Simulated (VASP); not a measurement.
# BN (F-43m) in VASP: G0W0 quasiparticle levels with PBE

Aim: the G0W0 quasiparticle levels of BN with PBE.

All numbers are computed with VASP 6.6.1; they aren't measurements. Logs are shortened: lines on timing, memory, paths and dates and some standing lists are left out, and cuts for length are marked.

## (1) The cell of the first run

It takes space group F-43m (No. 216, cubic). The conventional cell has a = 3.797 Å, b = 3.797 Å, c = 3.797 Å, α = 90.00°, β = 90.00°, γ = 90.00°. B (site symmetry -43m) has 4 N at 1.64 Å within 2.2 Å. N (site symmetry -43m) has 4 B at 1.64 Å within 2.2 Å.

## (2) G0W0 quasiparticle levels, PBE

File POSCAR:

```
BN
1.0
    0.0000000000      1.8984949486      1.8984949486
    1.8984949486      0.0000000000      1.8984949486
    1.8984949486      1.8984949486      0.0000000000
B N
1 1
Direct
    0.0000000000      0.0000000000      0.0000000000
    0.2500000000      0.2500000000      0.2500000000
```

File INCAR.step1:

```
SYSTEM = BN
ALGO     = Normal         ! electronic algorithm
EDIFF    = 1E-8           ! SCF threshold, eV
ENCUT    = 500            ! plane-wave cutoff, eV
GGA      = PE             ! functional
ISMEAR   = 0              ! smearing method
LASPH    = .TRUE.         ! aspherical terms in the spheres
LCHARG   = .FALSE.        ! write CHGCAR
LREAL    = .FALSE.        ! projectors in reciprocal space
LWAVE    = .TRUE.         ! write WAVECAR
NELM     = 80             ! most SCF steps
PREC     = Accurate       ! precision mode
SIGMA    = 0.01           ! smearing width, eV
```

File INCAR.step2:

```
SYSTEM = BN
ALGO     = Exact          ! electronic algorithm
EDIFF    = 1E-8           ! SCF threshold, eV
ENCUT    = 500            ! plane-wave cutoff, eV
GGA      = PE             ! functional
ISMEAR   = 0              ! smearing method
ISTART   = 1            
LASPH    = .TRUE.         ! aspherical terms in the spheres
LCHARG   = .FALSE.        ! write CHGCAR
LOPTICS  = .TRUE.         ! frequency-dependent dielectric function
LREAL    = .FALSE.        ! projectors in reciprocal space
LWAVE    = .TRUE.         ! write WAVECAR
NBANDS   = 61             ! bands
NELM     = 1              ! most SCF steps
PREC     = Accurate       ! precision mode
SIGMA    = 0.01           ! smearing width, eV
```

File INCAR.step3:

```
SYSTEM = BN
ALGO     = EVGW0          ! electronic algorithm
EDIFF    = 1E-8           ! SCF threshold, eV
ENCUT    = 500            ! plane-wave cutoff, eV
ENCUTGW  = 150.0          ! cutoff of the response function
GGA      = PE             ! functional
ISMEAR   = 0              ! smearing method
ISTART   = 1            
LASPH    = .TRUE.         ! aspherical terms in the spheres
LCHARG   = .FALSE.        ! write CHGCAR
LREAL    = .FALSE.        ! projectors in reciprocal space
LWAVE    = .FALSE.        ! write WAVECAR
NBANDS   = 61             ! bands
NBANDSGW = 12           
NELMGW   = 1            
NOMEGA   = 48             ! frequency points
PREC     = Accurate       ! precision mode
PRECFOCK = Fast         
SIGMA    = 0.01           ! smearing width, eV
```

File KPOINTS:

```
k-points
0
G
  6 6 6
  0 0 0
```

Potentials or basis: VASP PAW PBE potentials, release 64 (B_GW, N_GW).

On the command line:

```sh
cat potpaw_PBE.64/B_GW/POTCAR potpaw_PBE.64/N_GW/POTCAR > POTCAR
cp INCAR.step1 INCAR
mpirun -np 1 vasp_std > vasp.out
cp INCAR.step2 INCAR
mpirun -np 1 vasp_std > vasp.out
cp INCAR.step3 INCAR
mpirun -np 1 vasp_std > vasp.out
```

OUTCAR:

```text
SYSTEM = BN
   EDIFF = 1E-8
   ENCUT = 500
   ENCUTGW = 150.0
   GGA = PE
   ISMEAR = 0
   ISTART = 1
   LASPH = .TRUE.
   LREAL = .FALSE.
   NELMGW = 1
   PREC = Accurate
   PRECFOCK = Fast

 ion  position               nearest neighbor table
   1  0.000  0.000  0.000-   2 1.64   2 1.64   2 1.64   2 1.64
   2  0.250  0.250  0.250-   1 1.64   1 1.64   1 1.64   1 1.64

  LATTYP: Found a face centered cubic cell.
 ALAT       =     3.7969898972

  Lattice vectors:

 A1 = (   0.0000000000,   1.8984949486,   1.8984949486)
 A2 = (   1.8984949486,   0.0000000000,   1.8984949486)
 A3 = (   1.8984949486,   1.8984949486,   0.0000000000)

Analysis of symmetry for initial positions (statically):
=====================================================================
 Subroutine PRICEL returns:
 Original cell was already a primitive cell.

 Routine SETGRP: Setting up the symmetry group for a
 face centered cubic supercell.

 Subroutine GETGRP returns: Found 24 space group operations
 (whereof 24 operations were pure point group operations)
 out of a pool of 48 trial point group operations.

The static configuration has the point symmetry T_d .

Analysis of symmetry for dynamics (positions and initial velocities):
=====================================================================
 Subroutine PRICEL returns:
 Original cell was already a primitive cell.

 Routine SETGRP: Setting up the symmetry group for a
 face centered cubic supercell.

 Subroutine GETGRP returns: Found 24 space group operations
 (whereof 24 operations were pure point group operations)
 out of a pool of 48 trial point group operations.

The dynamic configuration has the point symmetry T_d .

 Subroutine INISYM returns: Found 24 space group operations
 (whereof 24 operations are pure point group operations),
 and found     1 'primitive' translations

----------------------------------------------------------------------------------------

                                     Primitive cell

  volume of cell :      13.6854

  direct lattice vectors                    reciprocal lattice vectors
     0.000000000  1.898494949  1.898494949    -0.263366516  0.263366516  0.263366516
     1.898494949  0.000000000  1.898494949     0.263366516 -0.263366516  0.263366516
     1.898494949  1.898494949  0.000000000     0.263366516  0.263366516 -0.263366516

  length of vectors
     2.684877304  2.684877304  2.684877304     0.456164186  0.456164186  0.456164186

  position of ions in fractional coordinates (direct lattice)
     0.000000000  0.000000000  0.000000000
     0.250000000  0.250000000  0.250000000

  ion indices of the primitive-cell ions
   primitive index   ion index
                 1           1
                 2           2

----------------------------------------------------------------------------------------

 KPOINTS: k-points

Automatic generation of k-mesh.
 Grid dimensions read from file:
 generate k-points for:    6    6    6

 Generating k-lattice:

  Cartesian coordinates                     Fractional coordinates (reciprocal lattice)
    -0.043894419  0.043894419  0.043894419     0.166666667  0.000000000  0.000000000
     0.043894419 -0.043894419  0.043894419     0.000000000  0.166666667  0.000000000
     0.043894419  0.043894419 -0.043894419     0.000000000  0.000000000  0.166666667

  Length of vectors
     0.076027364  0.076027364  0.076027364

  Shift w.r.t. Gamma in fractional coordinates (k-lattice)
     0.000000000  0.000000000  0.000000000

 Subroutine IBZKPT returns following result:
 ===========================================

 Found     16 irreducible k-points:

 Following reciprocal coordinates:
            Coordinates               Weight
  0.000000  0.000000  0.000000      1.000000
  0.166667  0.000000  0.000000      8.000000
  0.333333  0.000000  0.000000      8.000000
  0.500000  0.000000  0.000000      4.000000
  0.166667  0.166667  0.000000      6.000000
  0.333333  0.166667  0.000000     24.000000
[... 8 lines left out ...]
 -0.333333  0.333333  0.166667     24.000000
 -0.333333  0.500000  0.166667     12.000000
   k-points           NKPTS =     16   k-points in BZ     NKDIM =    216   number of bands    NBANDS=     61
   number of dos      NEDOS =    301   number of ions     NIONS =      2
   total plane-waves  NPLWV =   8000
   dimension x,y,z NGX =    20 NGY =   20 NGZ =   20
   dimension x,y,z NGXF=    40 NGYF=   40 NGZF=   40
   ions per type =               1   1
   NGX,Y,Z   is equivalent  to a cutoff of  12.38, 12.38, 12.38 a.u.
   NGXF,Y,Z  is equivalent  to a cutoff of  24.77, 24.77, 24.77 a.u.
 SYSTEM =  BN
   PREC   = accura    normal or accurate (medium, high low for compatibility)
   ISTART =      1    job   : 0-new  1-cont  2-samecut
   ICHARG =      0    charge: 1-file 2-atom 10-const
   ISPIN  =      1    spin polarized calculation?
   LNONCOLLINEAR =      F non collinear calculations
   LSORBIT =      F    spin-orbit coupling
   LASPH  =      T    aspherical Exc in radial PAW
   ENCUT  =  500.0 eV  36.75 Ry    6.06 a.u.   4.90  4.90  4.90*2*pi/ulx,y,z
   NELM   =     60;   NELMIN=  2; NELMDL=  0     # of ELM steps
   EDIFF  = 0.1E-07   stopping-criterion for ELM
   LREAL  =      F    real-space projection
   EDIFFG = 0.1E-06   stopping-criterion for IOM
   NSW    =      0    number of steps for IOM
   IBRION =     -1    ionic relax: 0-MD 1-quasi-New 2-CG
   NFREE  =      0    steps in history (QN), initial steepest desc. (CG)
   ISIF   =      0    stress and relaxation
   ISYM   =      3    0-nonsym 1-usesym 2-fastsym
   POTIM  = 0.5000    time-step for ionic-motion
   TEBEG  =    0.0;   TEEND  =   0.0 temperature during run
   PSTRESS=    0.0 pullay stress
   NELECT =       8.0000    total number of electrons
   NUPDOWN=      -1.0000    fix difference up-down
   EMIN   =  10.00;   EMAX   =-10.00  energy-range for DOS
   EFERMI =   0.00;   METHOD = LEGACY
   ISMEAR =     0;   SIGMA  =   0.01  broadening in eV -4-tet -1-fermi 0-gaus
   EFERMI_NEDOS =   21; number of points for ismear=-14 and -15
   IALGO  =     38    algorithm
   IMIX   =      4    mixing-type and parameters
     AMIX     =   0.40;   BMIX     =  1.00
     AMIX_MAG =   1.60;   BMIX_MAG =  1.00
  volume/ion in A,a.u.               =       6.84        46.18
  Fermi-wavevector in a.u.,A,eV,Ry     =   1.368838  2.586729 25.493473  1.873717
  Thomas-Fermi vector in A             =   2.494767
   LORBIT       =      0    0 simple, 1 ext, 2 COOP (PROOUT), +10 PAW based schemes
   GGA     = PE    functional components
   LHFCALC =     T    Hartree Fock is set to
   PRECFOCK=fast      Normal, Fast or Accurate (Low or Medium for compatibility)
   ENCUT4O =  -1.0   cutoff for four orbital integrals eV
   NKREDX  =     1    reduce k-point grid by
   NKREDY  =     1    reduce k-point grid by
   NKREDZ  =     1    reduce k-point grid by
   AEXX    =    1.0000 exact exchange contribution
   HFSCREEN=    0.0000 screening length (either q_TF or 0.3 A-1)
   HFSCREENC=   0.0000 screening length for correlation (either q_TF or 0.3 A-1)
   ENCUTFOCK=  -1.0 apply spherical cutoff to Coloumb kernel
   IVDW    =     0    specifies the selected vdW correction
   LEPSILON=     F    determine dielectric tensor
   LRPA    =     F    only Hartree local field effects (RPA)
   LRPAFORCE           =     F    calculate RPA forces
   ENCUTGW             = 150.0    cutoff for response function in eV
   ENCUTGWSOFT         = 120.0    soft cutoff for Coulomb kernel in GW response function in eV
   ENCUTLF             =  -1.0    cutoff for local field effects
   NELMGW              =     1    number of iterations in solving QP/BSE equation
   NELMHF              =     1    number of iterations in the inner HF iteration
   NKREDLFX            =     1    NKREDLFY  =   1   NKREDLFZ  =   1
 non-spin polarized calculation
 Gauss-broadening in eV      SIGMA  =   0.01
  energy-cutoff  :      500.00
  volume of cell :       13.69
 maximum number of plane-waves:       355
  NGX = 12; NGY = 12; NGZ = 12
   NGX =  9   NGY =  9   NGZ =  9
 maximum number of plane-waves:        64

 QP shifts <psi_nk| G(iteration)W_0 |psi_nk>: iteration 1
 for sc-GW calculations column KS-energies equals QP-energies in previous step
 and V_xc(KS)=  KS-energies - (<T + V_ion + V_H > + <T+V_H+V_ion>^1  + <V_x>^1)

 k-point   1 :       0.0000    0.0000    0.0000
  band No.  KS-energies  QP-energies   sigma(KS)   V_xc(KS)     V^pw_x(r,r')   Z            occupation Imag(sigma)

      1     -12.9074     -14.7609     -17.5955     -15.1789     -25.8009       0.7670       2.0000       1.4396
      2       5.7473       5.0185     -18.7031     -17.8069     -21.2456       0.8132       2.0000       0.0919
      3       5.7473       5.0185     -18.7031     -17.8069     -21.2456       0.8132       2.0000       0.0919
      4       5.7473       5.0185     -18.7031     -17.8069     -21.2456       0.8132       2.0000       0.0919
      5      13.8007      14.8846     -13.7170     -15.0601      -8.5389       0.8070       0.0000      -0.1231
      6      13.8661      15.0895     -11.7765     -13.2703      -6.6076       0.8190       0.0000      -0.1154
      7      13.8661      15.0895     -11.7765     -13.2703      -6.6076       0.8190       0.0000      -0.1154
      8      13.8661      15.0895     -11.7765     -13.2703      -6.6076       0.8190       0.0000      -0.1154
      9      27.8415      28.1780     -10.3944     -10.8234      -3.1386       0.7844       0.0000      -0.5997
     10      31.7902      32.8647     -11.2849     -12.5758      -5.0186       0.8323       0.0000      -0.6290
     11      31.7902      32.8647     -11.2849     -12.5758      -5.0186       0.8323       0.0000      -0.6290
     12      32.3384      32.8519      -9.8043     -10.4239      -2.7858       0.8288       0.0000      -0.9619

 k-point   2 :       0.1667    0.0000    0.0000
  band No.  KS-energies  QP-energies   sigma(KS)   V_xc(KS)     V^pw_x(r,r')   Z            occupation Imag(sigma)

      1     -12.3185     -14.1204     -17.6502     -15.3105     -25.7531       0.7701       2.0000       1.3695
      2       3.0105       1.9781     -17.7286     -16.4428     -20.7834       0.8030       2.0000       0.1130
      3       5.2167       4.4317     -18.4155     -17.4473     -21.0315       0.8108       2.0000       0.0942
      4       5.2167       4.4317     -18.4155     -17.4473     -21.0315       0.8108       2.0000       0.0942
      5      13.7491      14.8330     -12.6130     -13.9425      -7.4874       0.8153       0.0000      -0.1176
      6      14.6464      15.9304     -12.0504     -13.6277      -6.7135       0.8141       0.0000      -0.1231
      7      14.6464      15.9304     -12.0504     -13.6277      -6.7135       0.8141       0.0000      -0.1231
      8      16.0864      17.4532     -13.7976     -15.5116      -8.2000       0.7974       0.0000      -0.1421
      9      27.7540      28.1815      -9.9939     -10.5336      -2.9052       0.7921       0.0000      -0.5614
     10      28.4210      29.1831     -10.4763     -11.3992      -4.2872       0.8257       0.0000      -0.5040
     11      28.4210      29.1831     -10.4763     -11.3992      -4.2872       0.8257       0.0000      -0.5040
     12      31.0603      31.5773     -10.2118     -10.8491      -2.9592       0.8113       0.0000      -0.9455
[... 196 lines left out ...]
      1      -8.4043      -9.8523     -18.8909     -16.9697     -26.3213       0.7537       2.0000       0.8520
      2      -2.1683      -3.6258     -16.3467     -14.4512     -20.7437       0.7689       2.0000       0.2159
      3       0.3624      -0.9267     -17.0213     -15.3839     -20.7601       0.7873       2.0000       0.1533
      4       1.8972       0.7758     -17.0655     -15.6622     -20.2926       0.7991       2.0000       0.1238
      5      14.6280      15.6856     -12.4626     -13.7558      -7.4086       0.8178       0.0000      -0.1204
      6      16.1297      17.3184     -12.2193     -13.6960      -6.4716       0.8049       0.0000      -0.1471
      7      18.6194      20.1641     -14.1532     -16.1454      -7.7556       0.7754       0.0000      -0.1960
      8      20.2236      21.6993     -12.7568     -14.6767      -5.7735       0.7686       0.0000      -0.2522
      9      22.5807      23.5430     -11.5718     -12.7671      -5.5196       0.8051       0.0000      -0.2278
     10      28.9568      30.1761     -11.8240     -13.3732      -4.1873       0.7870       0.0000      -0.7449
     11      31.6256      32.5338     -11.1283     -12.2514      -3.9729       0.8086       0.0000      -0.8323
     12      35.9767      36.7951     -10.2816     -11.2693      -3.1511       0.8286       0.0000      -1.0935

 k-point  16 :      -0.3333    0.5000    0.1667
  band No.  KS-energies  QP-energies   sigma(KS)   V_xc(KS)     V^pw_x(r,r')   Z            occupation Imag(sigma)

      1      -8.0295      -9.4414     -19.0452     -17.1659     -26.4033       0.7513       2.0000       0.8026
      2      -1.6591      -3.1498     -16.8533     -14.9185     -21.2706       0.7705       2.0000       0.2056
      3       0.3824      -0.8781     -16.8824     -15.2842     -20.5579       0.7887       2.0000       0.1503
      4       0.4916      -0.7240     -16.4272     -14.8936     -19.8755       0.7926       2.0000       0.1419
      5      12.9747      13.9089     -12.1879     -13.3232      -7.3742       0.8229       0.0000      -0.1091
      6      16.5213      17.6362     -12.3904     -13.7683      -6.8815       0.8092       0.0000      -0.1380
      7      19.0237      20.4495     -12.9276     -14.7606      -6.3028       0.7779       0.0000      -0.2166
      8      20.6181      22.0835     -12.9163     -14.8198      -6.0606       0.7698       0.0000      -0.2468
      9      23.2801      24.6142     -13.5390     -15.2716      -6.5672       0.7700       0.0000      -0.3174
     10      29.0375      30.2693     -11.5866     -13.1518      -3.9427       0.7870       0.0000      -0.7557
     11      33.7216      34.5897     -11.0291     -12.0902      -3.8812       0.8181       0.0000      -0.9654
     12      36.4254      37.5154     -10.8354     -12.1641      -3.5872       0.8204       0.0000      -1.0592
```

Run time: 39 s. Hardware: 1 thread of Intel Xeon Platinum 8488C (Sapphire Rapids), shared host; peak memory 0.24 GiB.

Results:

- Quasiparticle gap: 5.69 eV
- Least direct quasiparticle gap: 9.87 eV
- Band gap of the starting levels on the mesh: 4.29 eV
- Least direct gap of the starting levels on the mesh: 8.05 eV

Caveat: the k points lie up to 0.48 Å⁻¹ apart; bands, screening cutoff and mesh are small and nothing is extrapolated, so the quasiparticle values aren't converged.
